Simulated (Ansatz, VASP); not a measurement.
**Ta in VASP and in Ansatz**

```
Ta
1.0
     0.00000    2.12531    2.12531
     2.12531    0.00000    2.12531
     2.12531    2.12531    0.00000
Ta
1
Direct
  0.00000 0.00000 0.00000
```

Change from the starting cell: volume scaled by 1.02.

Alike in both runs: task single point; functional PBE; k mesh 14 × 14 × 14; occupations fermi-dirac, width 0.05 eV; no spin polarisation.

```csv
,VASP,Ansatz
version,VASP 6.6.1,Ansatz 0.2.0
potentials or method,"VASP PAW PBE potentials, release 64 (Ta_pv), cutoff 520 eV","all-electron LAPW, scalar-relativistic"
```

|  | VASP | Ansatz | Ansatz less VASP |
| --- | --- | --- | --- |
| pressure (GPa) | -3.6 | -3.6 | +0.04 |

Ansatz ran all-electron here, and VASP with PAW potentials.

Neither program's run includes spin-orbit coupling.
